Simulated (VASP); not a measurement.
# ReS (Fm-3m) in VASP: settings compared

ReS is run at these levels: r2SCAN, PBEsol; tasks: single point.

All numbers are computed with VASP 6.6.1; they aren't measurements. Logs are shortened: lines on timing, memory, paths and dates and some standing lists are left out, and cuts for length are marked.

## Step 1: The cell of the first run

It takes space group Fm-3m (No. 225, cubic). The conventional cell has a = 4.866 Å, b = 4.866 Å, c = 4.866 Å, α = 90.00°, β = 90.00°, γ = 90.00°. Re (site symmetry m-3m) has 6 S at 2.43 Å within 3.2 Å. Within 3.2 Å of S (site symmetry m-3m) lie 6 Re at 2.43 Å.

## Step 2: Single point, r2SCAN, collinear spin, ferromagnetic start

File POSCAR:

```
ReS
1.0
    0.0000000000      2.4331075965      2.4331075965
    2.4331075965      0.0000000000      2.4331075965
    2.4331075965      2.4331075965      0.0000000000
Re S
1 1
Direct
    0.0000000000      0.0000000000      0.0000000000
    0.5000000000      0.5000000000      0.5000000000
```

File INCAR.step1:

```
PREC = Accurate
ENCUT = 520
ISMEAR = 0
SIGMA = 0.1
LREAL = F
LASPH = T
NELM = 150
ISPIN = 2
MAGMOM = 3.5 0
LMAXMIX = 4
NBANDS = 18
GGA = PE
ALGO = Normal
EDIFF = 1E-4
LWAVE = T
LCHARG = F
```

File INCAR.step2:

```
PREC = Accurate
ENCUT = 520
EDIFF = 1E-6
ISMEAR = 0
SIGMA = 0.1
LREAL = F
LASPH = T
NELM = 150
ALGO = Normal
ISIF = 2
LWAVE = F
LCHARG = F
ISPIN = 2
MAGMOM = 3.5 0
LORBIT = 11
LMAXMIX = 4
METAGGA = R2SCAN
LMIXTAU = T
NBANDS = 18
ISTART = 1
```

File KPOINTS:

```
regular mesh
0
Gamma
  14 14 14
```

Potentials or basis: VASP PAW PBE potentials, release 64 (Re, S).

The run is started by

```sh
$ cat potpaw_PBE.64/Re/POTCAR potpaw_PBE.64/S/POTCAR > POTCAR
$ cp INCAR.step1 INCAR
$ mpirun -np 1 vasp_std > vasp.out
$ cp INCAR.step2 INCAR
$ mpirun -np 1 vasp_std > vasp.out
```

OUTCAR:

```text
PREC = Accurate
   ENCUT = 520
   EDIFF = 1E-6
   ISMEAR = 0
   LREAL = F
   LASPH = T
   NELM = 150
   ISIF = 2
   ISPIN = 2
   LORBIT = 11
   METAGGA = R2SCAN
   ISTART = 1

 ion  position               nearest neighbor table
   1  0.000  0.000  0.000-   2 2.43   2 2.43   2 2.43   2 2.43   2 2.43   2 2.43
   2  0.500  0.500  0.500-   1 2.43   1 2.43   1 2.43   1 2.43   1 2.43   1 2.43

  LATTYP: Found a face centered cubic cell.
 ALAT       =     4.8662151930

  Lattice vectors:

 A1 = (   0.0000000000,   2.4331075965,   2.4331075965)
 A2 = (   2.4331075965,   0.0000000000,   2.4331075965)
 A3 = (   2.4331075965,   2.4331075965,   0.0000000000)

Analysis of symmetry for initial positions (statically):
=====================================================================
 Subroutine PRICEL returns:
 Original cell was already a primitive cell.

 Routine SETGRP: Setting up the symmetry group for a
 face centered cubic supercell.

 Subroutine GETGRP returns: Found 48 space group operations
 (whereof 48 operations were pure point group operations)
 out of a pool of 48 trial point group operations.

The static configuration has the point symmetry O_h .

Analysis of symmetry for dynamics (positions and initial velocities):
=====================================================================
 Subroutine PRICEL returns:
 Original cell was already a primitive cell.

 Routine SETGRP: Setting up the symmetry group for a
 face centered cubic supercell.

 Subroutine GETGRP returns: Found 48 space group operations
 (whereof 48 operations were pure point group operations)
 out of a pool of 48 trial point group operations.

The dynamic configuration has the point symmetry O_h .

Analysis of structural, dynamic, and magnetic symmetry:
=====================================================================
 Subroutine PRICEL returns:
 Original cell was already a primitive cell.

 Routine SETGRP: Setting up the symmetry group for a
 face centered cubic supercell.

 Subroutine GETGRP returns: Found 48 space group operations
 (whereof 48 operations were pure point group operations)
 out of a pool of 48 trial point group operations.

The overall configuration has the point symmetry O_h .

 Subroutine INISYM returns: Found 48 space group operations
 (whereof 48 operations are pure point group operations),
 and found     1 'primitive' translations

----------------------------------------------------------------------------------------

                                     Primitive cell

  volume of cell :      28.8081

  direct lattice vectors                    reciprocal lattice vectors
     0.000000000  2.433107597  2.433107597    -0.205498516  0.205498516  0.205498516
     2.433107597  0.000000000  2.433107597     0.205498516 -0.205498516  0.205498516
     2.433107597  2.433107597  0.000000000     0.205498516  0.205498516 -0.205498516

  length of vectors
     3.440933762  3.440933762  3.440933762     0.355933870  0.355933870  0.355933870

  position of ions in fractional coordinates (direct lattice)
     0.000000000  0.000000000  0.000000000
     0.500000000  0.500000000  0.500000000

  ion indices of the primitive-cell ions
   primitive index   ion index
                 1           1
                 2           2

----------------------------------------------------------------------------------------

 KPOINTS: regular mesh

Automatic generation of k-mesh.
 Grid dimensions read from file:
 generate k-points for:   14   14   14

 Generating k-lattice:

  Cartesian coordinates                     Fractional coordinates (reciprocal lattice)
    -0.014678465  0.014678465  0.014678465     0.071428571  0.000000000  0.000000000
     0.014678465 -0.014678465  0.014678465     0.000000000  0.071428571  0.000000000
     0.014678465  0.014678465 -0.014678465     0.000000000  0.000000000  0.071428571

  Length of vectors
     0.025423848  0.025423848  0.025423848

  Shift w.r.t. Gamma in fractional coordinates (k-lattice)
     0.000000000  0.000000000  0.000000000

 Subroutine IBZKPT returns following result:
 ===========================================

 Found    104 irreducible k-points:

 Following reciprocal coordinates:
            Coordinates               Weight
  0.000000  0.000000  0.000000      1.000000
  0.071429  0.000000  0.000000      8.000000
  0.142857  0.000000  0.000000      8.000000
  0.214286  0.000000  0.000000      8.000000
  0.285714  0.000000  0.000000      8.000000
  0.357143  0.000000  0.000000      8.000000
[... 16 lines left out ...]
  0.214286  0.142857  0.000000     24.000000
  0.285714  0.142857  0.000000     24.000000
 [... further k-points ...]
   k-points           NKPTS =    104   k-points in BZ     NKDIM =    104   number of bands    NBANDS=     18
   number of dos      NEDOS =    301   number of ions     NIONS =      2
   total plane-waves  NPLWV =  21952
   dimension x,y,z NGX =    28 NGY =   28 NGZ =   28
   dimension x,y,z NGXF=    56 NGYF=   56 NGZF=   56
   ions per type =               1   1
   NGX,Y,Z   is equivalent  to a cutoff of  13.53, 13.53, 13.53 a.u.
   NGXF,Y,Z  is equivalent  to a cutoff of  27.06, 27.06, 27.06 a.u.
 SYSTEM =  unknown system
   PREC   = accura    normal or accurate (medium, high low for compatibility)
   ISTART =      1    job   : 0-new  1-cont  2-samecut
   ICHARG =      0    charge: 1-file 2-atom 10-const
   ISPIN  =      2    spin polarized calculation?
   LNONCOLLINEAR =      F non collinear calculations
   LSORBIT =      F    spin-orbit coupling
   LASPH  =      T    aspherical Exc in radial PAW
   ENCUT  =  520.0 eV  38.22 Ry    6.18 a.u.   6.40  6.40  6.40*2*pi/ulx,y,z
   NELM   =    150;   NELMIN=  2; NELMDL=  0     # of ELM steps
   EDIFF  = 0.1E-05   stopping-criterion for ELM
   LREAL  =      F    real-space projection
   EDIFFG = 0.1E-04   stopping-criterion for IOM
   NSW    =      0    number of steps for IOM
   IBRION =     -1    ionic relax: 0-MD 1-quasi-New 2-CG
   NFREE  =      0    steps in history (QN), initial steepest desc. (CG)
   ISIF   =      2    stress and relaxation
   ISYM   =      2    0-nonsym 1-usesym 2-fastsym
   POTIM  = 0.5000    time-step for ionic-motion
   TEBEG  =    0.0;   TEEND  =   0.0 temperature during run
   PSTRESS=    0.0 pullay stress
   NELECT =      13.0000    total number of electrons
   NUPDOWN=      -1.0000    fix difference up-down
   EMIN   =  10.00;   EMAX   =-10.00  energy-range for DOS
   EFERMI =   0.00;   METHOD = LEGACY
   ISMEAR =     0;   SIGMA  =   0.10  broadening in eV -4-tet -1-fermi 0-gaus
   EFERMI_NEDOS =   21; number of points for ismear=-14 and -15
   IALGO  =     38    algorithm
   IMIX   =      4    mixing-type and parameters
     AMIX     =   0.40;   BMIX     =  1.00
     AMIX_MAG =   1.60;   BMIX_MAG =  1.00
  volume/ion in A,a.u.               =      14.40        97.20
  Fermi-wavevector in a.u.,A,eV,Ry     =   1.255696  2.372922 21.453304  1.576773
  Thomas-Fermi vector in A             =   2.389440
   LORBIT       =     11    0 simple, 1 ext, 2 COOP (PROOUT), +10 PAW based schemes
   METAGGA = R2SCAN    functional components
   LHFCALC =     F    Hartree Fock is set to
   AEXX    =    0.0000 exact exchange contribution
   IVDW    =     0    specifies the selected vdW correction
   LEPSILON=     F    determine dielectric tensor
   LRPA    =     F    only Hartree local field effects (RPA)
 spin polarized calculation
 Gauss-broadening in eV      SIGMA  =   0.10
  energy-cutoff  :      520.00
  volume of cell :       28.81
 maximum number of plane-waves:       793
 NGX is ok and might be reduce to    28
   NGX = 13   NGY = 13   NGZ = 13

 number of electron      12.9999998 magnetization      -0.0318349

 number of electron      12.9999998 magnetization       0.0010882

 Free energy of the ion-electron system (eV)
  ---------------------------------------------------
  ext. energy  EPLUGINS =         0.00000000
  ---------------------------------------------------
  free energy    TOTEN  =       -58.40359689 eV

  energy without entropy =      -58.38683454  energy(sigma->0) =      -58.39521571

 E-fermi :   9.5327     XC(G=0): -13.4277

 val. band max:        9.5275372123   @ k =  -0.2857   0.2143   0.0714
 cond. band min:       9.5391496655   @ k =  -0.2143   0.3571   0.1429
 fundamental gap:      0.0116124532
 Fermi energy:         9.5327320114

 spin component 1

 k-point     1 :       0.0000    0.0000    0.0000
  band No.  band energies     occupation
      1      -8.5782      1.00000
      2       6.1935      1.00000
      3       6.1935      1.00000
      4       6.1935      1.00000
      5       6.3871      1.00000
      6       6.3871      1.00000
[... 10 lines left out ...]
     17      27.9410      0.00000
     18      28.9245      0.00000
[... 463 lines left out ...]
 k-point    24 :       0.2857    0.1429    0.0000
  band No.  band energies     occupation
      1      -7.4848      1.00000
      2       1.6446      1.00000
      3       3.5073      1.00000
      4       3.8651      1.00000
      5       6.4098      1.00000
      6       7.9256      1.00000
[... 10 lines left out ...]
     17      29.7475      0.00000
     18      31.9224      0.00000

 [... further k-points ...]

 spin component 2

 k-point     1 :       0.0000    0.0000    0.0000
  band No.  band energies     occupation
      1      -8.5782      1.00000
      2       6.1934      1.00000
      3       6.1934      1.00000
      4       6.1934      1.00000
      5       6.3881      1.00000
      6       6.3881      1.00000
[... 10 lines left out ...]
     17      27.9418      0.00000
     18      28.9247      0.00000
[... 463 lines left out ...]
 k-point    24 :       0.2857    0.1429    0.0000
  band No.  band energies     occupation
      1      -7.4848      1.00000
      2       1.6447      1.00000
      3       3.5075      1.00000
      4       3.8653      1.00000
      5       6.4107      1.00000
      6       7.9263      1.00000
[... 10 lines left out ...]
     17      29.7479      0.00000
     18      31.9231      0.00000

 [... further k-points ...]

------------------------ aborting loop because EDIFF is reached ----------------------------------------

  FORCE on cell =-STRESS in cart. coord.  units (eV):
  Direction    XX          YY          ZZ          XY          YZ          ZX
  --------------------------------------------------------------------------------------
  -------------------------------------------------------------------------------------
  Total        1.2275441      1.2275441      1.2275441      0.0000000      0.0000000      0.0000000
  in kB       68.2706045     68.2706045     68.2706045      0.0000000      0.0000000      0.0000000
  external PRESSURE =      68.2706045 kB  Pullay stress =       0.0000000 kB

 VOLUME and BASIS-vectors are now :
 -----------------------------------------------------------------------------
  energy-cutoff  :      520.00
  volume of cell :       28.81
      direct lattice vectors                 reciprocal lattice vectors
     0.000000000  2.433107597  2.433107597    -0.205498516  0.205498516  0.205498516
     2.433107597  0.000000000  2.433107597     0.205498516 -0.205498516  0.205498516
     2.433107597  2.433107597  0.000000000     0.205498516  0.205498516 -0.205498516

 POSITION                                       TOTAL-FORCE (eV/Angst)
 -----------------------------------------------------------------------------------
      0.00000      0.00000      0.00000         0.000000      0.000000     -0.000000
      2.43311      2.43311      2.43311        -0.000000     -0.000000      0.000000
 -----------------------------------------------------------------------------------
    total drift:                                0.000000      0.000000      0.000000

  FREE ENERGIE OF THE ION-ELECTRON SYSTEM (eV)
  ---------------------------------------------------
  free  energy   TOTEN  =       -58.4035968850 eV

  energy  without entropy=      -58.3868345410  energy(sigma->0) =      -58.39521571

 total charge

# of ion       s       p       d       tot
------------------------------------------
    1        0.454   0.428   5.061   5.943
    2        1.295   2.410   0.000   3.705
--------------------------------------------------
tot          1.749   2.838   5.061   9.648

 magnetization (x)

# of ion       s       p       d       tot
------------------------------------------
    1        0.000   0.000   0.001   0.002
    2        0.000   0.000   0.000   0.000
--------------------------------------------------
tot          0.000   0.000   0.001   0.002
```

Wall time 12 min (1 thread of AMD EPYC 9R45 (Zen 5), shared host); peak memory 0.22 GiB.

What came out:

| Quantity | Value |
| --- | --- |
| Free energy | -58.4036 eV |
| Pressure | 6.8 GPa |
| Net moment | 0.00 μB per cell |
| Valence electrons inside the program's atomic spheres | Re 5.94; S 3.71 |

Caveat: the PAW data sets were made with another functional, which shifts forces and pressure a little; spin-orbit coupling is left out, which moves the levels of the heavy elements.

## Step 3: Single point, PBEsol, collinear spin, ferromagnetic start

This run uses another cell than the first one, of 15.27 Å³/atom, 1.060 times its volume.

File INCAR:

```
ALGO     = Normal         # electronic algorithm
EDIFF    = 1E-6           # SCF threshold, eV
ENCUT    = 500            # plane-wave cutoff, eV
GGA      = PS             # functional
GGA_COMPAT= False        
ISIF     = 2              # what is computed and relaxed
ISMEAR   = 0              # smearing method
ISPIN    = 2              # spin polarisation
LASPH    = True           # aspherical terms in the spheres
LCHARG   = True           # write CHGCAR
LELF     = True           # ELF
LMAXMIX  = 4              # l up to which the mixer works
LORBIT   = 11             # projections on sites
LREAL    = False          # projectors in reciprocal space
LVHAR    = True         
LWAVE    = False          # write WAVECAR
MAGMOM   = 3.5 0          # initial moments
NBANDS   = 22             # bands
NELM     = 200            # most SCF steps
PREC     = Accurate       # precision mode
SIGMA    = 0.1            # smearing width, eV
```

File KPOINTS:

```
k-points
0
Gamma
  14 14 14
```

File POSCAR:

```
ReS
1.0
    0.0000000000      2.4808277014      2.4808277014
    2.4808277014      0.0000000000      2.4808277014
    2.4808277014      2.4808277014      0.0000000000
Re S
1 1
Direct
    0.0000000000      0.0000000000      0.0000000000
    0.5000000000      0.5000000000      0.5000000000
```

Potentials or basis: VASP PAW PBE potentials, release 64 (Re_sv_GW, S).

The run is started by

```sh
$ cat potpaw_PBE.64/Re_sv_GW/POTCAR potpaw_PBE.64/S/POTCAR > POTCAR
$ mpirun -np 1 vasp_std > vasp.out
```

It took 2.3 min on 1 thread of Intel Xeon Platinum 8259CL at 2.50GHz (Skylake/Cascade Lake), shared host; peak memory 0.25 GiB.

Results (log left out):

* Free energy: -17.5438 eV
* Pressure: -11.1 GPa
* Net moment: 0.84 μB per cell
* Site moments: Re +1.13; S +0.01 μB
* Valence electrons inside the program's atomic spheres: Re 16.39; S 3.62

Levels at points of the mesh, in eV from the Fermi level:
Spin up:
```tsv
k point	band 8	band 9	band 10	band 11	band 12	band 13	band 14	band 15
(0.00, 0.00, 0.00)	-3.01	-2.94	-2.94	-2.94	-2.51	-2.51	2.09	8.72
(0.50, 0.00, 0.00)	-6.66	-0.52	-0.52	0.02	2.29	5.00	5.00	5.90
(0.50, 0.50, 0.00)	-4.53	-4.53	-1.46	0.17	0.21	0.21	2.19	10.42
```
Spin down:
```
           k point  band 6  band 7  band 8  band 9  band 10  band 11  band 12  band 13  band 14  band 15
(0.00, 0.00, 0.00)   -2.96   -2.96   -2.96   -2.46    -2.46    -2.46    -2.15    -2.15     2.32     8.88
(0.50, 0.00, 0.00)   -9.22   -6.46   -6.46    0.05     0.05     0.55     2.43     5.26     5.26     6.08
(0.50, 0.50, 0.00)   -6.99   -4.46   -4.46   -4.37    -1.08     0.52     0.83     0.83     2.54    10.55
```

Caveat: the PAW data sets were made with another functional, which shifts forces and pressure a little; spin-orbit coupling is left out, which moves the levels of the heavy elements.
